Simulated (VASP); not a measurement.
# Cs2ZnCl4O2 (C2/m) in VASP: single point with r2SCAN

Aim: the single point of Cs2ZnCl4O2 with r2SCAN.

Program: VASP 6.6.1. These are calculated values, not measurements. Logs are shortened: lines on timing, memory, paths and dates and some standing lists are left out, and cuts for length are marked.

## 1. The cell of the first run

Symmetry: C2/m, No. 12, monoclinic system. The conventional cell has a = 11.357 Å, b = 7.517 Å, c = 5.490 Å, α = 90.00°, β = 94.96°, γ = 90.00°. Zn (site symmetry 2/m) has 2 O at 1.80 Å within 2.4 Å. Cs (site symmetry m) has 1 O at 2.76 Å and 6 Cl at 3.41 to 3.45 Å within 3.6 Å. Within 3.5 Å of Cl (site symmetry 1) lie 1 Zn at 2.51 Å and 2 Cl at 2.60 to 3.31 Å and 2 O at 2.69 to 3.44 Å and 3 Cs at 3.41 to 3.45 Å. Within 2.4 Å of O (site symmetry m) lie 1 Zn at 1.80 Å.

## 2. Single point, r2SCAN

POSCAR reads:

```
Cs2ZnCl4O2
1.0
    5.6783620000      3.7583040000      0.0000000000
    5.6783620000     -3.7583040000      0.0000000000
    0.4745820000      0.0000000000     -5.4695450000
Zn Cs Cl O
1 2 4 2
Direct
    0.5000000000      0.5000000000      0.5000000000
    0.8356246290      0.8356246290      0.7601296770
    0.1643753710      0.1643753710      0.2398703230
    0.7895468445      0.3491981874      0.7992938485
    0.6508018126      0.2104531555      0.2007061515
    0.2104531555      0.6508018126      0.2007061515
    0.3491981874      0.7895468445      0.7992938485
    0.3410783091      0.3410783091      0.5551910464
    0.6589216909      0.6589216909      0.4448089536
```

INCAR.step1 reads:

```
SYSTEM = Cs2ZnCl4O2
ALGO = Normal
EDIFF = 1E-4
ENCUT = 520
GGA = PE
ISMEAR = -1
LASPH = .TRUE.
LCHARG = .FALSE.
LREAL = .FALSE.
LWAVE = .TRUE.
NBANDS = 45
NELM = 60
PREC = Accurate
SIGMA = 0.1
```

INCAR.step2 reads:

```
SYSTEM = Cs2ZnCl4O2
ALGO = Normal
EDIFF = 1E-6
ENCUT = 520
ISIF = 2
ISMEAR = -1
ISTART = 1
LASPH = .TRUE.
LCHARG = .FALSE.
LMIXTAU = .TRUE.
LREAL = .FALSE.
LWAVE = .FALSE.
METAGGA = R2SCAN
NBANDS = 45
NELM = 60
PREC = Accurate
SIGMA = 0.1
```

KPOINTS reads:

```
k-points
0
G
  3 3 4
  0 0 0
```

Potentials or basis: VASP PAW PBE potentials, release 64 (Zn, Cs_sv, Cl, O).

Run with:

```sh
$ cat potpaw_PBE.64/Zn/POTCAR potpaw_PBE.64/Cs_sv/POTCAR potpaw_PBE.64/Cl/POTCAR potpaw_PBE.64/O/POTCAR > POTCAR
$ cp INCAR.step1 INCAR
$ mpirun -np 1 vasp_std > vasp.out
$ cp INCAR.step2 INCAR
$ mpirun -np 1 vasp_std > vasp.out
```

OUTCAR:

```text
SYSTEM = Cs2ZnCl4O2
   EDIFF = 1E-6
   ENCUT = 520
   ISIF = 2
   ISMEAR = -1
   ISTART = 1
   LASPH = .TRUE.
   LREAL = .FALSE.
   METAGGA = R2SCAN
   NELM = 60
   PREC = Accurate

 ion  position               nearest neighbor table
   1  0.500  0.500  0.500-   8 1.80   9 1.80   6 2.51   7 2.51   4 2.51   5 2.51
   2  0.836  0.836  0.760-
   3  0.164  0.164  0.240-
   4  0.790  0.349  0.799-   1 2.51   5 2.60
   5  0.651  0.210  0.201-   1 2.51   4 2.60
   6  0.210  0.651  0.201-   1 2.51   7 2.60
   7  0.349  0.790  0.799-   1 2.51   6 2.60
   8  0.341  0.341  0.555-   1 1.80
   9  0.659  0.659  0.445-   1 1.80

  LATTYP: Found a base centered monoclinic cell.
 ALAT       =    11.3567240000
 B/A-ratio  =     0.6618641080
 C/A-ratio  =     0.4834224800
 COS(beta)  =    -0.0864433022

  Lattice vectors:

 A1 = (  -5.6783620000,  -3.7583040000,   0.0000000000)
 A2 = (  -5.6783620000,   3.7583040000,   0.0000000000)
 A3 = (   0.4745820000,   0.0000000000,  -5.4695450000)

Analysis of symmetry for initial positions (statically):
=====================================================================
 Subroutine PRICEL returns:
 Original cell was already a primitive cell.

 Routine SETGRP: Setting up the symmetry group for a
 base centered monoclinic supercell.

 Subroutine GETGRP returns: Found  4 space group operations
 (whereof  4 operations were pure point group operations)
 out of a pool of  4 trial point group operations.

The static configuration has the point symmetry C_2h.

Analysis of symmetry for dynamics (positions and initial velocities):
=====================================================================
 Subroutine PRICEL returns:
 Original cell was already a primitive cell.

 Routine SETGRP: Setting up the symmetry group for a
 base centered monoclinic supercell.

 Subroutine GETGRP returns: Found  4 space group operations
 (whereof  4 operations were pure point group operations)
 out of a pool of  4 trial point group operations.

The dynamic configuration has the point symmetry C_2h.

 Subroutine INISYM returns: Found  4 space group operations
 (whereof  4 operations are pure point group operations),
 and found     1 'primitive' translations

----------------------------------------------------------------------------------------

                                     Primitive cell

  volume of cell :     233.4512

  direct lattice vectors                    reciprocal lattice vectors
     5.678362000  3.758304000  0.000000000     0.088053562  0.133038732  0.007640240
     5.678362000 -3.758304000  0.000000000     0.088053562 -0.133038732  0.007640240
     0.474582000  0.000000000 -5.469545000     0.000000000  0.000000000 -0.182830565

  length of vectors
     6.809452545  6.809452545  5.490095681     0.159721969  0.159721969  0.182830565

  position of ions in fractional coordinates (direct lattice)
     0.500000000  0.500000000  0.500000000
     0.835624629  0.835624629  0.760129677
     0.164375371  0.164375371  0.239870323
     0.789546845  0.349198187  0.799293848
     0.650801813  0.210453155  0.200706152
     0.210453155  0.650801813  0.200706152
     0.349198187  0.789546845  0.799293848
     0.341078309  0.341078309  0.555191046
     0.658921691  0.658921691  0.444808954

  ion indices of the primitive-cell ions
   primitive index   ion index
                 1           1
                 2           2
                 3           3
                 4           4
                 5           5
                 6           6
                 7           7
                 8           8
                 9           9

----------------------------------------------------------------------------------------

 KPOINTS: k-points

Automatic generation of k-mesh.
 Grid dimensions read from file:
 generate k-points for:    3    3    4

 Generating k-lattice:

  Cartesian coordinates                     Fractional coordinates (reciprocal lattice)
     0.029351187  0.044346244  0.002546747     0.333333333 -0.000000000 -0.000000000
     0.029351187 -0.044346244  0.002546747    -0.000000000  0.333333333 -0.000000000
     0.000000000  0.000000000 -0.045707641     0.000000000  0.000000000  0.250000000

  Length of vectors
     0.053240656  0.053240656  0.045707641

  Shift w.r.t. Gamma in fractional coordinates (k-lattice)
     0.000000000  0.000000000  0.000000000

 Subroutine IBZKPT returns following result:
 ===========================================

 Found     14 irreducible k-points:

 Following reciprocal coordinates:
            Coordinates               Weight
  0.000000  0.000000  0.000000      1.000000
  0.333333 -0.000000 -0.000000      4.000000
  0.333333  0.333333 -0.000000      2.000000
 -0.333333  0.333333  0.000000      2.000000
  0.000000  0.000000  0.250000      2.000000
  0.333333 -0.000000  0.250000      4.000000
 -0.333333  0.000000  0.250000      4.000000
  0.333333  0.333333  0.250000      2.000000
 -0.333333  0.333333  0.250000      4.000000
 -0.333333 -0.333333  0.250000      2.000000
  0.000000  0.000000  0.500000      1.000000
  0.333333 -0.000000  0.500000      4.000000
  0.333333  0.333333  0.500000      2.000000
 -0.333333  0.333333  0.500000      2.000000
   k-points           NKPTS =     14   k-points in BZ     NKDIM =     14   number of bands    NBANDS=     45
   number of dos      NEDOS =    301   number of ions     NIONS =      9
   total plane-waves  NPLWV = 122472
   dimension x,y,z NGX =    54 NGY =   54 NGZ =   42
   dimension x,y,z NGXF=   108 NGYF=  108 NGZF=   84
   ions per type =               1   2   4   2
   NGX,Y,Z   is equivalent  to a cutoff of  13.18, 13.18, 12.72 a.u.
   NGXF,Y,Z  is equivalent  to a cutoff of  26.37, 26.37, 25.44 a.u.
 SYSTEM =  Cs2ZnCl4O2
   PREC   = accura    normal or accurate (medium, high low for compatibility)
   ISTART =      1    job   : 0-new  1-cont  2-samecut
   ICHARG =      0    charge: 1-file 2-atom 10-const
   ISPIN  =      1    spin polarized calculation?
   LNONCOLLINEAR =      F non collinear calculations
   LSORBIT =      F    spin-orbit coupling
   LASPH  =      T    aspherical Exc in radial PAW
   ENCUT  =  520.0 eV  38.22 Ry    6.18 a.u.  12.66 12.66 10.21*2*pi/ulx,y,z
   NELM   =     60;   NELMIN=  2; NELMDL=  0     # of ELM steps
   EDIFF  = 0.1E-05   stopping-criterion for ELM
   LREAL  =      F    real-space projection
   EDIFFG = 0.1E-04   stopping-criterion for IOM
   NSW    =      0    number of steps for IOM
   IBRION =     -1    ionic relax: 0-MD 1-quasi-New 2-CG
   NFREE  =      0    steps in history (QN), initial steepest desc. (CG)
   ISIF   =      2    stress and relaxation
   ISYM   =      2    0-nonsym 1-usesym 2-fastsym
   POTIM  = 0.5000    time-step for ionic-motion
   TEBEG  =    0.0;   TEEND  =   0.0 temperature during run
   PSTRESS=    0.0 pullay stress
   NELECT =      70.0000    total number of electrons
   NUPDOWN=      -1.0000    fix difference up-down
   EMIN   =  10.00;   EMAX   =-10.00  energy-range for DOS
   EFERMI =   0.00;   METHOD = LEGACY
   ISMEAR =    -1;   SIGMA  =   0.10  broadening in eV -4-tet -1-fermi 0-gaus
   EFERMI_NEDOS =   21; number of points for ismear=-14 and -15
   IALGO  =     38    algorithm
   IMIX   =      4    mixing-type and parameters
     AMIX     =   0.40;   BMIX     =  1.00
     AMIX_MAG =   1.60;   BMIX_MAG =  1.00
  volume/ion in A,a.u.               =      25.94       175.05
  Fermi-wavevector in a.u.,A,eV,Ry     =   1.095743  2.070654 16.335878  1.200653
  Thomas-Fermi vector in A             =   2.232072
   LORBIT       =      0    0 simple, 1 ext, 2 COOP (PROOUT), +10 PAW based schemes
   METAGGA = R2SCAN    functional components
   LHFCALC =     F    Hartree Fock is set to
   AEXX    =    0.0000 exact exchange contribution
   IVDW    =     0    specifies the selected vdW correction
   LEPSILON=     F    determine dielectric tensor
   LRPA    =     F    only Hartree local field effects (RPA)
 non-spin polarized calculation
  energy-cutoff  :      520.00
  volume of cell :      233.45
 maximum number of plane-waves:      6320
 NGX is ok and might be reduce to    50
   NGX = 25   NGY = 25   NGZ = 21

 number of electron      70.0000000 magnetization

 Free energy of the ion-electron system (eV)
  ---------------------------------------------------
  ext. energy  EPLUGINS =         0.00000000
  ---------------------------------------------------
  free energy    TOTEN  =      -102.20439692 eV

  energy without entropy =     -102.08130861  energy(sigma->0) =     -102.14285276

 E-fermi :  -0.0442     XC(G=0):  -8.8813

 val. band max:       -0.0977145193   @ k =   0.0000   0.0000   0.0000
 cond. band min:       0.0861416619   @ k =  -0.3333   0.3333   0.0000
 fundamental gap:      0.1838561812
 Fermi energy:        -0.0441643607

 k-point     1 :       0.0000    0.0000    0.0000
  band No.  band energies     occupation
      1     -20.1327      2.00000
      2     -20.0638      2.00000
      3     -17.5175      2.00000
      4     -17.1479      2.00000
      5     -15.5471      2.00000
      6     -15.4517      2.00000
[... 37 lines left out ...]
     44       7.9786      0.00000
     45       8.1305      0.00000

 k-point     2 :       0.3333   -0.0000   -0.0000
  band No.  band energies     occupation
      1     -20.1169      2.00000
      2     -20.0729      2.00000
      3     -17.5283      2.00000
      4     -17.1499      2.00000
      5     -15.5597      2.00000
      6     -15.4569      2.00000
[... 37 lines left out ...]
     44       7.9965      0.00000
     45       8.2003      0.00000

 k-point     3 :       0.3333    0.3333   -0.0000
  band No.  band energies     occupation
      1     -20.1081      2.00000
      2     -20.0762      2.00000
      3     -17.5352      2.00000
      4     -17.1508      2.00000
      5     -15.5708      2.00000
      6     -15.4664      2.00000
[... 517 lines left out ...]
     44       8.2664      0.00000
     45       8.4341      0.00000

 k-point    14 :      -0.3333    0.3333    0.5000
  band No.  band energies     occupation
      1     -20.0877      2.00000
      2     -20.0831      2.00000
      3     -17.5058      2.00000
      4     -17.1698      2.00000
      5     -15.5357      2.00000
      6     -15.4132      2.00000
[... 37 lines left out ...]
     44       8.4180      0.00000
     45       8.6991      0.00000

------------------------ aborting loop because EDIFF is reached ----------------------------------------

  FORCE on cell =-STRESS in cart. coord.  units (eV):
  Direction    XX          YY          ZZ          XY          YZ          ZX
  --------------------------------------------------------------------------------------
  -------------------------------------------------------------------------------------
  Total        6.8376714      1.9588243      0.9072692      0.0000000      0.0000000     -3.1155368
  in kB       46.9269825     13.4434239      6.2265945      0.0000000      0.0000000    -21.3819491
  external PRESSURE =      22.1990003 kB  Pullay stress =       0.0000000 kB

 VOLUME and BASIS-vectors are now :
 -----------------------------------------------------------------------------
  energy-cutoff  :      520.00
  volume of cell :      233.45
      direct lattice vectors                 reciprocal lattice vectors
     5.678362000  3.758304000  0.000000000     0.088053562  0.133038732  0.007640240
     5.678362000 -3.758304000  0.000000000     0.088053562 -0.133038732  0.007640240
     0.474582000  0.000000000 -5.469545000     0.000000000  0.000000000 -0.182830565

 POSITION                                       TOTAL-FORCE (eV/Angst)
 -----------------------------------------------------------------------------------
      5.91565      0.00000     -2.73477         0.000000      0.000000      0.000000
      9.85070      0.00000     -4.15756         0.016179      0.000000     -0.008567
      1.98060      0.00000     -1.31198        -0.016179      0.000000      0.008567
      6.84554      1.65496     -4.37177         0.004531      0.004514     -0.011464
      4.98577      1.65496     -1.09777        -0.004531      0.004514      0.011464
      4.98577     -1.65496     -1.09777        -0.004531     -0.004514      0.011464
      6.84554     -1.65496     -4.37177         0.004531     -0.004514     -0.011464
      4.13702      0.00000     -3.03664        -0.217577      0.000000     -0.051771
      7.69429      0.00000     -2.43290         0.217577      0.000000      0.051771
 -----------------------------------------------------------------------------------
    total drift:                                0.000000     -0.000000     -0.000000

  FREE ENERGIE OF THE ION-ELECTRON SYSTEM (eV)
  ---------------------------------------------------
  free  energy   TOTEN  =      -102.2043969197 eV

  energy  without entropy=     -102.0813086083  energy(sigma->0) =     -102.14285276
```

Wall time 20 min (1 thread of Intel Xeon 8259CL, shared host); peak memory 0.48 GiB.

What came out:

```yaml
Free_energy: -102.2044 eV
Pressure: 2.2 GPa
Largest_force: 0.224 eV/Å
Band_gap_on_the_k_mesh: 0.18 eV (least direct gap 0.33 eV)
```

Forces on the atoms (eV/Å):
```
Zn   0.000  0.000  0.000
Cs   0.016  0.000 -0.009
Cs  -0.016  0.000  0.009
Cl   0.005  0.005 -0.011
Cl  -0.005  0.005  0.011
Cl  -0.005 -0.005  0.011
Cl   0.005 -0.005 -0.011
O   -0.218  0.000 -0.052
O    0.218  0.000  0.052
```

Caveat: the PAW data sets were made with another functional, which shifts forces and pressure a little; spin-orbit coupling is left out, which moves the levels of the heavy elements; an odd mesh through Γ misses points on the zone boundary, where band edges can lie.
